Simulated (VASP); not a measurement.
# AlNi (Pm-3m) in VASP: further runs

AlNi is run at these levels: PBE+U; tasks: single point.

All numbers are computed with VASP 6.6.1; they aren't measurements. Logs are shortened: lines on timing, memory, paths and dates and some standing lists are left out, and cuts for length are marked.

## 1. The cell of the first run

Symmetry: Pm-3m, No. 221, cubic system. The conventional cell has a = 2.881 Å, b = 2.881 Å, c = 2.881 Å, α = 90.00°, β = 90.00°, γ = 90.00°. Within 3.3 Å of Al (site symmetry m-3m) lie 8 Ni at 2.50 Å and 6 Al at 2.88 Å. Within 3.3 Å of Ni (site symmetry m-3m) lie 8 Al at 2.50 Å and 6 Ni at 2.88 Å.

## 2. Single point, PBE+U, collinear spin, ferromagnetic start

The input, INCAR:

```
SYSTEM = AlNi
ALGO = Normal ; EDIFF = 1E-6
ENCUT = 520 ; GGA = PE
ISIF = 2 ; ISMEAR = -1
ISPIN = 2 ; LASPH = .True.
LCHARG = .True. ; LDAU = .True.
LDAUJ = 0 0 ; LDAUL = -1 2
LDAUPRINT = 1 ; LDAUTYPE = 2
LDAUU = 0 6.2 ; LELF = .True.
LMAXMIX = 4 ; LORBIT = 11
LREAL = .False. ; LVHAR = .True.
LWAVE = .False. ; MAGMOM = 0 0 2 2
NBANDS = 25 ; NELM = 150
PREC = Accurate ; SIGMA = 0.05
```

The input, KPOINTS:

```
k-points
0
Gamma
  8 6 6
  0 0 0
```

The input, POSCAR:

```
AlNi
1.0
   -2.8810000000      0.0000000000      0.0000000000
    0.0000000000     -2.8810000000     -2.8810000000
    0.0000000000     -2.8810000000      2.8810000000
Al Ni
2 2
Direct
    0.0000000000      0.0000000000      0.0000000000
    0.0000000000      0.5000000000      0.5000000000
    0.5000000000      0.0000000000      0.5000000000
    0.5000000000      0.5000000000      0.0000000000
```

Potentials or basis: VASP PAW PBE potentials, release 64 (Al, Ni).

Run with:

```sh
$ cat potpaw_PBE.64/Al/POTCAR potpaw_PBE.64/Ni/POTCAR > POTCAR
$ mpirun -np 1 vasp_std > vasp.out
```

OUTCAR:

```text
SYSTEM = AlNi
   EDIFF = 1E-6
   ENCUT = 520
   GGA = PE
   ISIF = 2
   ISMEAR = -1
   ISPIN = 2
   LASPH = .True.
   LORBIT = 11
   LREAL = .False.
   NELM = 150
   PREC = Accurate

 ion  position               nearest neighbor table
   1  0.000  0.000  0.000-   3 2.50   4 2.50   3 2.50   4 2.50   3 2.50   4 2.50   3 2.50   4 2.50
                             2 2.88   2 2.88   2 2.88   2 2.88
   2  0.000  0.500  0.500-   3 2.50   4 2.50   4 2.50   3 2.50   3 2.50   4 2.50   4 2.50   3 2.50
                             1 2.88   1 2.88   1 2.88   1 2.88
   3  0.500  0.000  0.500-   1 2.50   2 2.50   1 2.50   2 2.50   1 2.50   2 2.50   1 2.50   2 2.50
                             4 2.88   4 2.88   4 2.88   4 2.88
   4  0.500  0.500  0.000-   1 2.50   2 2.50   2 2.50   1 2.50   1 2.50   2 2.50   2 2.50   1 2.50
                             3 2.88   3 2.88   3 2.88   3 2.88

  LATTYP: Found a simple tetragonal cell.
 ALAT       =     4.0743492732
 C/A-ratio  =     0.7071067812

  Lattice vectors:

 A1 = (   0.0000000000,  -2.8810000000,  -2.8810000000)
 A2 = (   0.0000000000,  -2.8810000000,   2.8810000000)
 A3 = (  -2.8810000000,   0.0000000000,   0.0000000000)

Analysis of symmetry for initial positions (statically):
=====================================================================
 Subroutine PRICEL returns following result:

  LATTYP: Found a simple cubic cell.
 ALAT       =     2.8810000000
[... 12 lines left out ...]
 Subroutine GETGRP returns: Found 16 space group operations
 (whereof 16 operations were pure point group operations)
 out of a pool of 16 trial point group operations.

The static configuration has the point symmetry D_4h.

Analysis of symmetry for dynamics (positions and initial velocities):
=====================================================================
 Subroutine PRICEL returns following result:

  LATTYP: Found a simple cubic cell.
 ALAT       =     2.8810000000
[... 12 lines left out ...]
 Subroutine GETGRP returns: Found 16 space group operations
 (whereof 16 operations were pure point group operations)
 out of a pool of 16 trial point group operations.

The dynamic configuration has the point symmetry D_4h.

Analysis of structural, dynamic, and magnetic symmetry:
=====================================================================
 Subroutine PRICEL returns following result:

  LATTYP: Found a simple cubic cell.
 ALAT       =     2.8810000000
[... 12 lines left out ...]
 Subroutine GETGRP returns: Found 16 space group operations
 (whereof 16 operations were pure point group operations)
 out of a pool of 16 trial point group operations.

The overall configuration has the point symmetry D_4h.

 Subroutine INISYM returns: Found 16 space group operations
 (whereof 16 operations are pure point group operations),
 and found     2 'primitive' translations

----------------------------------------------------------------------------------------

                                     Primitive cell

  volume of cell :      23.9128

  direct lattice vectors                    reciprocal lattice vectors
    -2.881000000  0.000000000  0.000000000    -0.347101701  0.000000000  0.000000000
     0.000000000  0.000000000 -2.881000000     0.000000000  0.000000000 -0.347101701
     0.000000000 -2.881000000  0.000000000     0.000000000 -0.347101701  0.000000000

  length of vectors
     2.881000000  2.881000000  2.881000000     0.347101701  0.347101701  0.347101701

  position of ions in fractional coordinates (direct lattice)
     0.000000000  0.000000000  0.000000000
     0.500000000  0.500000000  0.500000000

  ion indices of the primitive-cell ions
   primitive index   ion index
[... 136 lines left out ...]
  0.0000 -0.0000 -0.0037  0.0000  0.8875

 occupancies and eigenvectors

  o =  0.8811  v =  0.0000 -0.0000  0.8660  0.0000  0.5000  0.0000  0.0000  0.0000  0.0000  0.0000      0.0000  0.0000  0.0000  0.0000  0.0000  0.0000  0.0000  0.0000  0.0000  0.0000
  o =  0.8811  v =  0.0000  0.0000  0.0000  0.0000  0.0000  0.0000 -0.0000  0.8660  0.0000  0.5000      0.0000  0.0000  0.0000  0.0000  0.0000  0.0000  0.0000  0.0000  0.0000  0.0000
  o =  0.8855  v =  0.0000  0.0000  0.0000  0.0000  0.0000  0.0000 -1.0000 -0.0000  0.0000  0.0000      0.0000  0.0000  0.0000  0.0000  0.0000  0.0000  0.0000  0.0000  0.0000  0.0000
  o =  0.8855  v =  0.0000 -1.0000  0.0000 -0.0000 -0.0000  0.0000  0.0000  0.0000  0.0000  0.0000      0.0000  0.0000  0.0000  0.0000  0.0000  0.0000  0.0000  0.0000  0.0000  0.0000
  o =  0.8869  v =  0.0000  0.0000  0.0000  0.0000  0.0000  1.0000  0.0000  0.0000  0.0000  0.0000      0.0000  0.0000  0.0000  0.0000  0.0000  0.0000  0.0000  0.0000  0.0000  0.0000
  o =  0.8869  v =  0.0000  0.0000  0.0000  0.0000  0.0000  0.0000 -0.0000  0.0000 -1.0000 -0.0000      0.0000  0.0000  0.0000  0.0000  0.0000  0.0000  0.0000  0.0000  0.0000  0.0000
  o =  0.8869  v =  1.0000  0.0000  0.0000  0.0000  0.0000  0.0000  0.0000  0.0000  0.0000  0.0000      0.0000  0.0000  0.0000  0.0000  0.0000  0.0000  0.0000  0.0000  0.0000  0.0000
  o =  0.8869  v =  0.0000  0.0000  0.0000 -1.0000 -0.0000  0.0000  0.0000  0.0000  0.0000  0.0000      0.0000  0.0000  0.0000  0.0000  0.0000  0.0000  0.0000  0.0000  0.0000  0.0000
  o =  0.8896  v =  0.0000  0.0000  0.5000  0.0000 -0.8660  0.0000  0.0000  0.0000  0.0000  0.0000      0.0000  0.0000  0.0000  0.0000  0.0000  0.0000  0.0000  0.0000  0.0000  0.0000
  o =  0.8897  v =  0.0000  0.0000  0.0000  0.0000  0.0000  0.0000 -0.0000  0.5000  0.0000 -0.8660      0.0000  0.0000  0.0000  0.0000  0.0000  0.0000  0.0000  0.0000  0.0000  0.0000

atom =   4  type =  2  l = 2

 onsite density matrix

spin component  1

  0.8869 -0.0000 -0.0000  0.0000  0.0000
 -0.0000  0.8855  0.0000  0.0000 -0.0000
 -0.0000  0.0000  0.8832 -0.0000 -0.0037
  0.0000  0.0000 -0.0000  0.8869 -0.0000
  0.0000 -0.0000 -0.0037 -0.0000  0.8875

spin component  2

  0.8869 -0.0000 -0.0000  0.0000  0.0000
 -0.0000  0.8855  0.0000  0.0000 -0.0000
 -0.0000  0.0000  0.8833 -0.0000 -0.0037
  0.0000  0.0000 -0.0000  0.8869 -0.0000
  0.0000 -0.0000 -0.0037 -0.0000  0.8875

 occupancies and eigenvectors

  o =  0.8811  v =  0.0000 -0.0000 -0.8660  0.0000 -0.5000  0.0000  0.0000  0.0000  0.0000  0.0000      0.0000  0.0000  0.0000  0.0000  0.0000  0.0000  0.0000  0.0000  0.0000  0.0000
  o =  0.8811  v =  0.0000  0.0000  0.0000  0.0000  0.0000  0.0000 -0.0000 -0.8660  0.0000 -0.5000      0.0000  0.0000  0.0000  0.0000  0.0000  0.0000  0.0000  0.0000  0.0000  0.0000
  o =  0.8855  v =  0.0000  0.0000  0.0000  0.0000  0.0000  0.0000 -1.0000  0.0000  0.0000  0.0000      0.0000  0.0000  0.0000  0.0000  0.0000  0.0000  0.0000  0.0000  0.0000  0.0000
  o =  0.8855  v =  0.0000 -1.0000  0.0000  0.0000 -0.0000  0.0000  0.0000  0.0000  0.0000  0.0000      0.0000  0.0000  0.0000  0.0000  0.0000  0.0000  0.0000  0.0000  0.0000  0.0000
  o =  0.8869  v =  0.0000  0.0000  0.0000  0.0000  0.0000  1.0000  0.0000  0.0000  0.0000  0.0000      0.0000  0.0000  0.0000  0.0000  0.0000  0.0000  0.0000  0.0000  0.0000  0.0000
  o =  0.8869  v =  0.0000  0.0000  0.0000  0.0000  0.0000  0.0000 -0.0000  0.0000 -1.0000 -0.0000      0.0000  0.0000  0.0000  0.0000  0.0000  0.0000  0.0000  0.0000  0.0000  0.0000
  o =  0.8869  v =  0.0000 -0.0000 -0.0000 -1.0000  0.0000  0.0000  0.0000  0.0000  0.0000  0.0000      0.0000  0.0000  0.0000  0.0000  0.0000  0.0000  0.0000  0.0000  0.0000  0.0000
  o =  0.8869  v =  1.0000  0.0000  0.0000  0.0000  0.0000  0.0000  0.0000  0.0000  0.0000  0.0000      0.0000  0.0000  0.0000  0.0000  0.0000  0.0000  0.0000  0.0000  0.0000  0.0000
  o =  0.8896  v =  0.0000  0.0000  0.5000 -0.0000 -0.8660  0.0000  0.0000  0.0000  0.0000  0.0000      0.0000  0.0000  0.0000  0.0000  0.0000  0.0000  0.0000  0.0000  0.0000  0.0000
  o =  0.8897  v =  0.0000  0.0000  0.0000  0.0000  0.0000  0.0000 -0.0000  0.5000  0.0000 -0.8660      0.0000  0.0000  0.0000  0.0000  0.0000  0.0000  0.0000  0.0000  0.0000  0.0000

 number of electron      26.0000024 magnetization      -0.0001818

 Free energy of the ion-electron system (eV)
  ---------------------------------------------------
  ext. energy  EPLUGINS =         0.00000000
  ---------------------------------------------------
  free energy    TOTEN  =       -13.94163667 eV

  energy without entropy =      -13.93004867  energy(sigma->0) =      -13.93584267

 E-fermi :   9.4327     XC(G=0): -11.9810

 val. band max:        9.4103881159   @ k =   0.3750   0.1667   0.1667
 cond. band min:       9.4424081332   @ k =   0.0000   0.5000   0.1667
 fundamental gap:      0.0320200173
 Fermi energy:         9.4327417569

 spin component 1

 k-point     1 :       0.0000    0.0000    0.0000
  band No.  band energies     occupation
      1      -1.1365      1.00000
      2       3.8246      1.00000
      3       5.6715      1.00000
      4       5.6908      1.00000
      5       5.8162      1.00000
      6       6.7925      1.00000
[... 1337 lines left out ...]
     24      21.2937      0.00000
     25      22.8951      0.00000

 [... further k-points ...]
[... 5 lines left out ...]
  --------------------------------------------------------------------------------------
  -------------------------------------------------------------------------------------
  Total       -1.2309484     -1.9317922     -1.9317922      0.0000000      0.0000000      0.0000000
  in kB      -41.2373406    -64.7159345    -64.7159345      0.0000000      0.0000000      0.0000000
  external PRESSURE =     -56.8897365 kB  Pullay stress =       0.0000000 kB

 VOLUME and BASIS-vectors are now :
 -----------------------------------------------------------------------------
  energy-cutoff  :      520.00
  volume of cell :       47.83
      direct lattice vectors                 reciprocal lattice vectors
    -2.881000000  0.000000000  0.000000000    -0.347101701  0.000000000  0.000000000
     0.000000000 -2.881000000 -2.881000000     0.000000000 -0.173550850 -0.173550850
     0.000000000 -2.881000000  2.881000000     0.000000000 -0.173550850  0.173550850

 POSITION                                       TOTAL-FORCE (eV/Angst)
 -----------------------------------------------------------------------------------
      0.00000      0.00000      0.00000         0.000000     -0.000000     -0.000000
      0.00000     -2.88100      0.00000         0.000000     -0.000000     -0.000000
     -1.44050     -1.44050      1.44050        -0.000000      0.000000      0.000000
     -1.44050     -1.44050     -1.44050        -0.000000     -0.000000     -0.000000
 -----------------------------------------------------------------------------------
    total drift:                               -0.000000      0.000000     -0.000000

  FREE ENERGIE OF THE ION-ELECTRON SYSTEM (eV)
  ---------------------------------------------------
  free  energy   TOTEN  =       -13.9416366742 eV

  energy  without entropy=      -13.9300486722  energy(sigma->0) =      -13.93584267

 total charge

# of ion       s       p       d       tot
------------------------------------------
    1        0.385   0.395   0.000   0.780
    2        0.385   0.395   0.000   0.780
    3        0.446   0.464   8.822   9.732
    4        0.446   0.464   8.822   9.732
--------------------------------------------------
tot          1.662   1.719  17.644  21.024

 magnetization (x)

# of ion       s       p       d       tot
------------------------------------------
    1       -0.000   0.000   0.000   0.000
    2       -0.000   0.000   0.000   0.000
    3        0.000   0.000  -0.000  -0.000
    4        0.000   0.000  -0.000  -0.000
--------------------------------------------------
tot         -0.000   0.000  -0.000  -0.000
```

Wall time 61 s (1 thread of Intel Xeon 6975P-C (Granite Rapids), shared host); peak memory 0.22 GiB.

Results:

* Free energy: -13.9416 eV
* Pressure: -5.7 GPa
* Band gap on the k mesh: zero (filled and empty bands overlap)
* Net moment: 0.00 μB per cell
* Valence electrons inside the program's atomic spheres: Al 0.78; Ni 9.73

Eigenvalues of the final occupation matrices:
```
    site  spin  trace               eigenvalues
site 3 d     1   4.43  0.88 0.89 0.89 0.89 0.89
site 3 d     2   4.43  0.88 0.89 0.89 0.89 0.89
site 4 d     1   4.43  0.88 0.89 0.89 0.89 0.89
site 4 d     2   4.43  0.88 0.89 0.89 0.89 0.89
```

Caveat: the cell stands under tension; the moments typed at the start vanished in this run; the U is typed as a test and isn't derived for this compound. The state reached can hang on the start; a lower one may exist.

## 3. Single point, PBE+U, collinear spin, antiferromagnetic start

The input, INCAR:

```
PREC = Accurate
ENCUT = 520
EDIFF = 1E-7
ISMEAR = -1
SIGMA = 0.05
LREAL = F
LASPH = T
NELM = 150
ALGO = Normal
ISIF = 2
LWAVE = F
LCHARG = T
ISPIN = 2
MAGMOM = 0 0 2 -2
LORBIT = 11
LMAXMIX = 4
LDAU = T
LDAUTYPE = 2
LDAUL = -1 2
LDAUU = 0 6.2
LDAUJ = 0 0
LDAUPRINT = 1
GGA = PE
LELF = T
LVHAR = T
NBANDS = 25
```

The input, KPOINTS:

```
Automatic mesh
0
Gamma
  8 6 6
```

POSCAR is that of step 2.

Potentials or basis: VASP PAW PBE potentials, release 64 (Al, Ni).

Run with:

```sh
$ cat potpaw_PBE.64/Al/POTCAR potpaw_PBE.64/Ni/POTCAR > POTCAR
$ mpirun -np 1 vasp_std > vasp.out
```

It took 68 s on 1 thread of Intel Xeon 6975P-C (Granite Rapids), shared host; peak memory 0.22 GiB.

The run converged. Its results:

* Free energy: -13.9416 eV
* Pressure: -5.7 GPa
* Band gap on the k mesh: zero (filled and empty bands overlap)
* Net moment: 0.00 μB per cell
* Valence electrons inside the program's atomic spheres: Al 0.78; Ni 9.73

Stress tensor (GPa, compression positive):
```
-4.11  0.00  0.00
 0.00 -6.45  0.00
 0.00  0.00 -6.45
```

Levels at points of the mesh, in eV from the Fermi level:
Spin up:
```
           k point  band 10  band 11  band 12  band 13  band 14  band 15  band 16  band 17
(0.00, 0.00, 0.00)    -2.12    -2.11    -2.11    -1.55     1.86     2.32     6.05     6.05
(0.50, 0.00, 0.00)    -1.54    -1.52    -1.02     2.70     2.70     2.72     4.01     4.38
(0.00, 0.50, 0.00)    -2.45    -2.37    -2.37     1.22     1.22     2.88     2.88     8.63
(0.50, 0.50, 0.00)    -2.57    -1.37    -1.37    -0.85    -0.85     5.34     5.34     5.88
(0.00, 0.50, 0.50)    -2.80    -2.03    -2.03    -1.01    -1.01     8.68     8.68    10.68
(0.50, 0.50, 0.50)    -2.33    -2.32    -2.32    -1.56    -1.56     1.86     1.86     2.33
```
Spin down:
```csv
k point,band 9,band 10,band 11,band 12,band 13,band 14,band 15,band 16,band 17,band 18
"(0.00, 0.00, 0.00)",-2.33,-2.12,-2.11,-2.11,-1.55,1.86,2.32,6.05,6.05,6.05
"(0.50, 0.00, 0.00)",-2.04,-1.54,-1.52,-1.02,2.70,2.70,2.72,4.01,4.38,4.40
"(0.00, 0.50, 0.00)",-2.45,-2.45,-2.37,-2.37,1.22,1.22,2.88,2.88,8.63,8.63
"(0.50, 0.50, 0.00)",-2.57,-2.57,-1.37,-1.37,-0.85,-0.85,5.34,5.34,5.88,5.88
"(0.00, 0.50, 0.50)",-2.80,-2.80,-2.03,-2.03,-1.01,-1.01,8.68,8.68,10.68,10.68
"(0.50, 0.50, 0.50)",-2.33,-2.33,-2.32,-2.32,-1.56,-1.56,1.86,1.86,2.33,2.33
```

Eigenvalues of the final occupation matrices:
| site | spin | trace | eigenvalues |
| --- | --- | --- | --- |
| site 3 d | 1 | 4.43 | 0.88 0.89 0.89 0.89 0.89 |
| site 3 d | 2 | 4.43 | 0.88 0.89 0.89 0.89 0.89 |
| site 4 d | 1 | 4.43 | 0.88 0.89 0.89 0.89 0.89 |
| site 4 d | 2 | 4.43 | 0.88 0.89 0.89 0.89 0.89 |

Caveat: the cell stands under tension; the moments typed at the start vanished in this run; the U is typed as a test and isn't derived for this compound.

The gap in the log of VASP goes by the Fermi energy; the results here count the filled bands.